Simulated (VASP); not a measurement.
Ir3F: single point with PBE

Ir3F, a slab with vacuum:

```
Ir F
1.0
     2.73676    0.00000    0.00000
     0.00000    2.73676    0.00000
     0.00000    0.00000   19.18834
Ir F
3 1
Direct
  0.50000 0.50000 0.20846
  0.00000 0.00000 0.30457
  0.50000 0.50000 0.40068
  0.50000 0.50000 0.49901
```

```yaml
Program: VASP 6.6.1
Task: single point
Functional: PBE
Potentials_or_basis: VASP PAW PBE potentials, release 64 (Ir, F)
Cutoff: 520 eV
k_mesh: 10 × 10 × 1
Occupations: gaussian, width 0.1 eV
Spin: no spin polarisation
Dipole_correction: yes
Further_INCAR_settings: ALGO = Normal; EDIFF = 1e-07; NBANDS = 25
```

The largest force is 0.382 eV/Å. The band gap on the k mesh is zero (band 17 reaches 0.21 eV, above the bottom of band 18 at -2.13 eV).

Forces on the atoms (eV/Å):
```
Ir   0.000  0.000 -0.382
Ir   0.000  0.000  0.066
Ir   0.000  0.000  0.005
F    0.000  0.000  0.311
```

Levels at points of the mesh, in eV from the Fermi level:
```tsv
k point	band 14	band 15	band 16	band 17	band 18	band 19	band 20	band 21
(0.00, 0.00, 0.00)	-1.07	-0.84	-0.68	-0.68	0.28	1.05	1.13	1.13
(0.50, 0.00, 0.00)	-1.67	-1.02	-0.28	0.59	0.98	0.98	1.05	2.63
(0.50, 0.50, 0.00)	0.16	0.17	1.21	1.65	1.89	2.25	4.07	4.07
```

Wall time 2 min on 1 thread of Intel(R) Xeon(R) Platinum 8488C (Sapphire Rapids), with other jobs on the host, peak memory 0.26 GiB.

Caveat: spin-orbit coupling is left out, which moves the levels of the heavy elements.
